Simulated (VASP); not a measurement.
The system is Ag.

```xyz
2
Lattice="2.8919 0.0000 0.0000 -1.4459 2.5044 0.0000 0.0000 0.0000 4.7234" Properties=species:S:1:pos:R:3 pbc="T T T"
Ag    0.0000    1.6696    3.5425
Ag    1.4459    0.8348    1.1808
```

```yaml
Program: VASP 6.6.1
Task: relaxation of cell and atoms
Functional: PBE
Potentials_or_basis: VASP PAW PBE potentials, release 64 (Ag)
Cutoff: 600 eV
k_mesh: 8 × 8 × 4
Occupations: gaussian, width 0.05 eV
Spin: no spin polarisation
```

At the start: pressure 4.8 GPa; volume 17.10 Å³/atom.

Problem. How do energy, volume and symmetry change on relaxing?

Solution. Over 5 steps the energy falls by 12.1 meV/atom and the volume is 17.91 Å³/atom (+4.7 %); space group P6_3/mmc (No. 194, to 0.05 Å).

Step by step:
```csv
step,energy change (eV),largest force (eV/Å),pressure (GPa),volume (Å³)
1,0.0000,0.0000,4.83,34.21
2,-0.0172,0.0000,-2.21,36.83
3,-0.0240,0.0000,-0.05,35.87
4,-0.0240,0.0000,0.00,35.83
5,-0.0243,0.0000,0.09,35.82
```

Final structure:
```yaml
crystal:
  lattice:
    - [2.94422, 0.00000, 0.00000]
    - [-1.47211, 2.54977, 0.00000]
    - [0.00000, 0.00000, 4.77174]
  atoms:
    - { symbol: Ag, position: [0.33333, 0.66667, 0.75000] }
    - { symbol: Ag, position: [0.66667, 0.33333, 0.25000] }
```
